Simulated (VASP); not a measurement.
# Ge (Cmmm) in VASP: settings compared

Ge is run at these levels: PBEsol+D4, RPBE+D4, revPBE+D3(BJ); tasks: single point.

Program: VASP 6.6.1. These are calculated values, not measurements. Logs are shortened: lines on timing, memory, paths and dates and some standing lists are left out, and cuts for length are marked.

## (1) The cell of the first run

Symmetry: Cmmm, No. 65, orthorhombic system. The conventional cell has a = 2.772 Å, b = 4.889 Å, c = 2.648 Å, α = 90.00°, β = 90.00°, γ = 90.00°. Within 3.5 Å of Ge (site symmetry mmm) lie 8 Ge at 2.65 to 2.81 Å.

## (2) Single point, PBEsol+D4

INCAR reads:

```
PREC     = Accurate       # precision mode
ENCUT    = 520            # plane-wave cutoff, eV
EDIFF    = 1E-7           # SCF threshold, eV
ISMEAR   = -1             # smearing method
SIGMA    = 0.05           # smearing width, eV
LREAL    = F              # projectors in reciprocal space
LASPH    = T              # aspherical terms in the spheres
NELM     = 80             # most SCF steps
ALGO     = Normal         # electronic algorithm
ISIF     = 2              # what is computed and relaxed
LWAVE    = F              # write WAVECAR
LCHARG   = F              # write CHGCAR
GGA      = PS             # functional
IVDW     = 13             # dispersion correction
NBANDS   = 13             # bands
```

KPOINTS reads:

```
regular mesh
0
Gamma
  11 11 10
```

POSCAR reads:

```
Ge
1.0
    1.3862358588     -2.4443150346      0.0000000000
    1.3862358588      2.4443150346      0.0000000000
    0.0000000000      0.0000000000      2.6482699019
Ge
1
Direct
    0.5000000000      0.5000000000      0.0000000000
```

Potentials or basis: VASP PAW PBE potentials, release 64 (Ge_d).

On the command line:

```sh
$ cat potpaw_PBE.64/Ge_d/POTCAR > POTCAR
$ mpirun -np 1 vasp_std > vasp.out
```

OUTCAR:

```text
PREC = Accurate
   ENCUT = 520
   EDIFF = 1E-7
   ISMEAR = -1
   LREAL = F
   LASPH = T
   NELM = 80
   ISIF = 2
   GGA = PS
   IVDW = 13

 ion  position               nearest neighbor table
   1  0.500  0.500  0.000-

  LATTYP: Found a base centered orthorhombic cell.
 ALAT       =     2.7724717176
 B/A-ratio  =     1.7632750005
 C/A-ratio  =     0.9552017736

  Lattice vectors:

 A1 = (   1.3862358588,  -2.4443150346,   0.0000000000)
 A2 = (   1.3862358588,   2.4443150346,   0.0000000000)
 A3 = (   0.0000000000,   0.0000000000,   2.6482699019)

Analysis of symmetry for initial positions (statically):
=====================================================================
 Subroutine PRICEL returns:
 Original cell was already a primitive cell.

 Routine SETGRP: Setting up the symmetry group for a
 base centered orthorhombic supercell.

 Subroutine GETGRP returns: Found  8 space group operations
 (whereof  8 operations were pure point group operations)
 out of a pool of  8 trial point group operations.

The static configuration has the point symmetry D_2h.

Analysis of symmetry for dynamics (positions and initial velocities):
=====================================================================
 Subroutine PRICEL returns:
 Original cell was already a primitive cell.

 Routine SETGRP: Setting up the symmetry group for a
 base centered orthorhombic supercell.

 Subroutine GETGRP returns: Found  8 space group operations
 (whereof  8 operations were pure point group operations)
 out of a pool of  8 trial point group operations.

The dynamic configuration has the point symmetry D_2h.

 Subroutine INISYM returns: Found  8 space group operations
 (whereof  8 operations are pure point group operations),
 and found     1 'primitive' translations

----------------------------------------------------------------------------------------

                                     Primitive cell

  volume of cell :      17.9468

  direct lattice vectors                    reciprocal lattice vectors
     1.386235859 -2.444315035  0.000000000     0.360688981 -0.204556284  0.000000000
     1.386235859  2.444315035  0.000000000     0.360688981  0.204556284  0.000000000
     0.000000000  0.000000000  2.648269902     0.000000000  0.000000000  0.377605016

  length of vectors
     2.810040186  2.810040186  2.648269902     0.414656261  0.414656261  0.377605016

  position of ions in fractional coordinates (direct lattice)
     0.500000000  0.500000000  0.000000000

  ion indices of the primitive-cell ions
   primitive index   ion index
                 1           1

[... 80 lines left out ...]
   TEBEG  =    0.0;   TEEND  =   0.0 temperature during run
   PSTRESS=    0.0 pullay stress
   NELECT =      14.0000    total number of electrons
   NUPDOWN=      -1.0000    fix difference up-down
   EMIN   =  10.00;   EMAX   =-10.00  energy-range for DOS
   EFERMI =   0.00;   METHOD = LEGACY
   ISMEAR =    -1;   SIGMA  =   0.05  broadening in eV -4-tet -1-fermi 0-gaus
   EFERMI_NEDOS =   21; number of points for ismear=-14 and -15
   IALGO  =     38    algorithm
   IMIX   =      4    mixing-type and parameters
     AMIX     =   0.40;   BMIX     =  1.00
     AMIX_MAG =   1.60;   BMIX_MAG =  1.00
  volume/ion in A,a.u.               =      17.95       121.11
  Fermi-wavevector in a.u.,A,eV,Ry     =   1.507030  2.847874 30.900741  2.271140
  Thomas-Fermi vector in A             =   2.617670
   LORBIT       =      0    0 simple, 1 ext, 2 COOP (PROOUT), +10 PAW based schemes
   GGA     = PS    functional components
   LHFCALC =     F    Hartree Fock is set to
   AEXX    =    0.0000 exact exchange contribution
   IVDW    =    13    specifies the selected vdW correction
   LEPSILON=     F    determine dielectric tensor
   LRPA    =     F    only Hartree local field effects (RPA)
 non-spin polarized calculation
  energy-cutoff  :      520.00
  volume of cell :       17.95
 maximum number of plane-waves:       494
 NGX is ok and might be reduce to    24
   NGX = 11   NGY = 11   NGZ =  9

 number of electron      13.9999991 magnetization

 Free energy of the ion-electron system (eV)
  ---------------------------------------------------
  ext. energy  EPLUGINS =         0.00000000
  ---------------------------------------------------
  free energy    TOTEN  =        -4.74952719 eV

  energy without entropy =       -4.74534698  energy(sigma->0) =       -4.74743708

 E-fermi :   7.0756     XC(G=0): -11.6348

 val. band max:        7.0753447101   @ k =   0.4545   0.1818   0.4000
 cond. band min:       7.0756103134   @ k =   0.4545   0.1818   0.1000
 fundamental gap:      0.0002656033
 Fermi energy:         7.0755504992

 k-point     1 :       0.0000    0.0000    0.0000
  band No.  band energies     occupation
      1     -17.6833      2.00000
      2     -17.5962      2.00000
      3     -17.5794      2.00000
      4     -17.4120      2.00000
      5     -17.4070      2.00000
      6      -6.5778      2.00000
      7      13.7516      0.00000
      8      15.7937      0.00000
      9      16.1647      0.00000
     10      17.3370      0.00000
     11      21.3935      0.00000
     12      21.9863      0.00000
     13      22.7450      0.00000
[... 354 lines left out ...]
  band No.  band energies     occupation
      1     -17.6656      2.00000
      2     -17.5986      2.00000
      3     -17.5370      2.00000
      4     -17.4309      2.00000
      5     -17.4112      2.00000
      6      -5.7551      2.00000
      7      10.3182      0.00000
      8      14.2408      0.00000
      9      14.5534      0.00000
     10      17.6502      0.00000
     11      19.2540      0.00000
     12      25.4547      0.00000
     13      26.3551      0.00000

 [... further k-points ...]

------------------------ aborting loop because EDIFF is reached ----------------------------------------

  DFT-D4 for vdW energy calculation

  Edisp (eV):   -0.23195

  FORCE on cell =-STRESS in cart. coord.  units (eV):
  Direction    XX          YY          ZZ          XY          YZ          ZX
  --------------------------------------------------------------------------------------
  -------------------------------------------------------------------------------------
  Total      -0.01057    -0.01316    -0.02347    -0.00000     0.00000     0.00000
  in kB      -0.94333    -1.17483    -2.09570    -0.00000     0.00000     0.00000
  external pressure =       -1.40 kB  Pullay stress =        0.00 kB

 VOLUME and BASIS-vectors are now :
 -----------------------------------------------------------------------------
  energy-cutoff  :      520.00
  volume of cell :       17.95
      direct lattice vectors                 reciprocal lattice vectors
     1.386235859 -2.444315035  0.000000000     0.360688981 -0.204556284  0.000000000
     1.386235859  2.444315035  0.000000000     0.360688981  0.204556284  0.000000000
     0.000000000  0.000000000  2.648269902     0.000000000  0.000000000  0.377605016

 POSITION                                       TOTAL-FORCE (eV/Angst)
 -----------------------------------------------------------------------------------
      1.38624      0.00000      0.00000         0.000000     -0.000000      0.000000
 -----------------------------------------------------------------------------------
    total drift:                               -0.000000     -0.000000     -0.000000

  FREE ENERGIE OF THE ION-ELECTRON SYSTEM (eV)
  ---------------------------------------------------
  free  energy   TOTEN  =        -4.9814811632 eV

  energy  without entropy=       -4.9773009508  energy(sigma->0) =       -4.97939106
```

Wall time 11 s (1 thread of Intel Xeon 6975P-C (Granite Rapids), shared host); peak memory 0.16 GiB.

What came out:

```yaml
Free_energy: -4.9815 eV
Pressure: -0.1 GPa
Band_gap_on_the_k_mesh: zero (band 7 reaches 13.96 eV, above the bottom of band 8 at 4.47 eV)
Dispersion_energy_per_atom: -0.232 eV
```

Stress tensor (GPa, compression positive):
```
-0.09  0.00  0.00
 0.00 -0.12  0.00
 0.00  0.00 -0.21
```

Caveat: the PAW data sets were made with another functional, which shifts forces and pressure a little; pairwise dispersion overbinds metals, which lowers pressure and volume.

## (3) Single point, RPBE+D4

This run uses another cell than the first one, of 18.21 Å³/atom, 1.015 times its volume.

INCAR reads:

```
SYSTEM = Ge
PREC = Accurate ; ENCUT = 520
EDIFF = 1E-6 ; ISMEAR = -1
SIGMA = 0.05 ; LREAL = .FALSE.
LASPH = .TRUE. ; NELM = 100
ALGO = Normal ; ISIF = 2
LWAVE = .FALSE. ; LCHARG = .TRUE.
GGA = RP ; IVDW = 13
LELF = .TRUE. ; LVHAR = .TRUE.
NBANDS = 13
```

KPOINTS reads:

```
regular mesh
0
G
  11 11 10
  0 0 0
```

POSCAR reads:

```
Ge
1.0
    1.3965125489     -2.4517204391      0.0000000000
    1.3965125489      2.4517204391      0.0000000000
    0.0000000000      0.0000000000      2.6592902041
Ge
1
Direct
    0.5000000000      0.5000000000      0.0000000000
```

Potentials or basis: VASP PAW PBE potentials, release 64 (Ge_d).

On the command line:

```sh
$ cat potpaw_PBE.64/Ge_d/POTCAR > POTCAR
$ mpirun -np 1 vasp_std > vasp.out
```

OUTCAR:

```text
SYSTEM = Ge
   PREC = Accurate
   ENCUT = 520
   EDIFF = 1E-6
   ISMEAR = -1
   LREAL = .FALSE.
   LASPH = .TRUE.
   NELM = 100
   ISIF = 2
   GGA = RP
   IVDW = 13

 ion  position               nearest neighbor table
   1  0.500  0.500  0.000-

  LATTYP: Found a base centered orthorhombic cell.
 ALAT       =     2.7930250978
 B/A-ratio  =     1.7556021541
 C/A-ratio  =     0.9521182628

  Lattice vectors:

 A1 = (   1.3965125489,  -2.4517204391,   0.0000000000)
[... 563 lines left out ...]
     12      25.3165      0.00000
     13      26.2587      0.00000

 [... further k-points ...]

------------------------ aborting loop because EDIFF is reached ----------------------------------------

  DFT-D4 for vdW energy calculation

  Edisp (eV):   -0.77428

  FORCE on cell =-STRESS in cart. coord.  units (eV):
  Direction    XX          YY          ZZ          XY          YZ          ZX
  --------------------------------------------------------------------------------------
  -------------------------------------------------------------------------------------
  Total      -0.02028    -0.02356    -0.03347     0.00000     0.00000     0.00000
  in kB      -1.78431    -2.07294    -2.94474     0.00000     0.00000     0.00000
  external pressure =       -2.27 kB  Pullay stress =        0.00 kB

 VOLUME and BASIS-vectors are now :
 -----------------------------------------------------------------------------
  energy-cutoff  :      520.00
  volume of cell :       18.21
      direct lattice vectors                 reciprocal lattice vectors
     1.396512549 -2.451720439  0.000000000     0.358034735 -0.203938423  0.000000000
     1.396512549  2.451720439  0.000000000     0.358034735  0.203938423  0.000000000
     0.000000000  0.000000000  2.659290204     0.000000000  0.000000000  0.376040192

 POSITION                                       TOTAL-FORCE (eV/Angst)
 -----------------------------------------------------------------------------------
      1.39651      0.00000      0.00000         0.000000      0.000000      0.000000
 -----------------------------------------------------------------------------------
    total drift:                               -0.000000     -0.000000     -0.000000

  FREE ENERGIE OF THE ION-ELECTRON SYSTEM (eV)
  ---------------------------------------------------
  free  energy   TOTEN  =        -4.6493330613 eV

  energy  without entropy=       -4.6451065777  energy(sigma->0) =       -4.64721982
```

OSZICAR:

```text
N       E                     dE             d eps       ncg     rms          rms(c)
DAV:   1     0.626522757501E+02    0.62652E+02   -0.71271E+03  6050   0.301E+03
DAV:   2     0.135502082715E+01   -0.61297E+02   -0.58256E+02  5976   0.408E+02
DAV:   3    -0.381507983363E+01   -0.51701E+01   -0.51481E+01  6416   0.696E+01
DAV:   4    -0.388461111113E+01   -0.69531E-01   -0.69520E-01  6416   0.873E+00
DAV:   5    -0.388528534006E+01   -0.67423E-03   -0.67423E-03  6534   0.936E-01    0.163E+00
DAV:   6    -0.387816967304E+01    0.71157E-02   -0.69971E-03  7043   0.196E+00    0.930E-01
DAV:   7    -0.387510157444E+01    0.30681E-02   -0.63947E-03  7415   0.156E+00    0.811E-02
DAV:   8    -0.387505351199E+01    0.48062E-04   -0.75101E-04  6791   0.628E-01    0.340E-02
DAV:   9    -0.387505803550E+01   -0.45235E-05   -0.21772E-05  7560   0.809E-02    0.127E-02
DAV:  10    -0.387505717012E+01    0.86539E-06   -0.71025E-07  4426   0.143E-02
   1 F= -.46493331E+01 E0= -.46472198E+01  d E =-.422648E-02
```

It took 12 s on 1 thread of Intel Xeon 6975P-C (Granite Rapids), shared host; peak memory 0.16 GiB.

Results:

| Property | Result |
| --- | --- |
| Free energy | -4.6493 eV |
| Pressure | -0.2 GPa |
| Band gap on the k mesh | zero (band 7 reaches 14.02 eV, above the bottom of band 8 at 4.62 eV) |
| Dispersion energy per atom | -0.774 eV |

Stress tensor (GPa, compression positive):
```
-0.18  0.00  0.00
 0.00 -0.21  0.00
 0.00  0.00 -0.29
```

Caveat: the PAW data sets were made with another functional, which shifts forces and pressure a little; pairwise dispersion overbinds metals, which lowers pressure and volume.

(Continued in part 2 of 2.)
